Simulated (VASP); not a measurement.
Zn, 2 atoms in the cell. It takes space group P6_3/mmc (No. 194, hexagonal). The conventional cell has a = 2.585 Å, b = 2.585 Å, c = 4.730 Å, α = 90.00°, β = 90.00°, γ = 120.00°. Zn (site symmetry -6m2) has 12 Zn at 2.58 to 2.80 Å within 3.4 Å.  This cell differs from its parent crystal: volume scaled by 0.94, then relaxed in part.

```yaml
Program: VASP 6.6.1
Task: single point
Functional: r2SCAN
Potentials_or_basis: VASP PAW PBE potentials, release 64 (Zn)
Cutoff: 520 eV
k_mesh: 18 × 18 × 8
Occupations: gaussian, width 0.1 eV
Spin: no spin polarisation
Dipole_correction: no
Further_INCAR_settings: ALGO = Normal; EDIFF = 1e-07; NBANDS = 19
```

Potentials or basis: VASP PAW PBE potentials, release 64 (Zn).

Launch:

```sh
$ cat potpaw_PBE.64/Zn/POTCAR > POTCAR
$ cp INCAR.step1 INCAR
$ mpirun -np 1 vasp_std > vasp.out
$ cp INCAR.step2 INCAR
$ mpirun -np 1 vasp_std > vasp.out
```

Hardware: 1 thread of AMD EPYC 7R13 Processor (Zen 3), on a shared host.

Task: How long does it take, and how much memory?

Result: Run time: 6.1 min on 1 thread of AMD EPYC 7R13 Processor (Zen 3), on a shared host, peak memory 0.17 GiB. Counts: k points 185.
